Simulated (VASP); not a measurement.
Input of a VASP 6.6.1 run:

Contents of INCAR:

```
SYSTEM = CuI
PREC = Accurate
ENCUT = 600
EDIFF = 1E-6
ISMEAR = -1
SIGMA = 0.02
LREAL = .False.
LASPH = .True.
NELM = 60
ALGO = Normal
ISIF = 3
LWAVE = .False.
LCHARG = .False.
GGA = PS
IBRION = 2
NSW = 80
EDIFFG = -0.005
```

KPOINTS

```
Automatic mesh
0
Gamma
  6 6 4
  0 0 0
```

The input POSCAR:

```
CuI
1.0
    4.2112248066      0.0000000000      0.0000000000
   -2.1056124033      3.6470276636      0.0000000000
    0.0000000000      0.0000000000      6.2297359735
Cu I
2 2
Direct
    0.0000000000      0.0000000000      0.0000000000
    0.0000000000      0.0000000000      0.5000000000
    0.3333333333      0.6666666667      0.2500000000
    0.6666666667      0.3333333333      0.7500000000
```

Potentials or basis: VASP PAW PBE potentials, release 64 (Cu, I).

Run with:

```bash
$ cat potpaw_PBE.64/Cu/POTCAR potpaw_PBE.64/I/POTCAR > POTCAR
$ mpirun -np 1 vasp_std > vasp.out
```

Q: What does it give for the space group after relaxing (to 0.1 Å)?

A: P6_3/mmc (No. 194).

Q: What does it give for the relaxed cell?

A: a = 4.115 Å, b = 4.115 Å, c = 6.062 Å, α = 90.00°, β = 90.00°, γ = 120.00°.

Step by step:
```csv
step,energy change (eV),largest force (eV/Å),pressure (GPa),volume (Å³)
1,0.0000,0.0000,-3.24,95.68
2,-0.0796,0.0000,0.04,89.13
3,-0.0796,0.0000,-0.11,89.18
4,-0.0796,0.0000,-0.11,89.18
5,-0.0797,0.0000,-0.13,89.16
6,-0.0797,0.0000,-0.07,89.11
7,-0.0797,0.0000,-0.08,89.04
8,-0.0797,0.0000,0.00,88.90
```

Caveat: the PAW data sets were made with another functional, which shifts forces and pressure a little.
